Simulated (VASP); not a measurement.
Al, 1 atom in the cell. Symmetry: Fm-3m, No. 225, cubic system. The conventional cell has a = 4.076 Å, b = 4.076 Å, c = 4.076 Å, α = 90.00°, β = 90.00°, γ = 90.00°. Within 3.8 Å of Al (site symmetry m-3m) lie 12 Al at 2.88 Å. 

```yaml
Program: VASP 6.6.1
Task: single point
Functional: r2SCAN
Potentials_or_basis: VASP PAW PBE potentials, release 64 (Al)
Cutoff: 520 eV
k_mesh: 12 × 12 × 12
Occupations: gaussian, width 0.1 eV
Spin: no spin polarisation
Dipole_correction: no
Further_INCAR_settings: ALGO = Normal; EDIFF = 1e-06; NBANDS = 8
```

Potentials or basis: VASP PAW PBE potentials, release 64 (Al).

Launch:

```console
$ cat potpaw_PBE.64/Al/POTCAR > POTCAR
$ cp INCAR.step1 INCAR
$ mpirun -np 1 vasp_std > vasp.out
$ cp INCAR.step2 INCAR
$ mpirun -np 1 vasp_std > vasp.out
```

Hardware: 1 thread of Intel(R) Xeon(R) Platinum 8259CL CPU @ 2.50GHz (Skylake/Cascade Lake), with other jobs on the host.

Question: Estimate the wall time of this run.

Answer: It took 28 s on 1 thread of Intel(R) Xeon(R) Platinum 8259CL CPU @ 2.50GHz (Skylake/Cascade Lake), on a shared host, peak memory 0.14 GiB. Counts: k points 72.
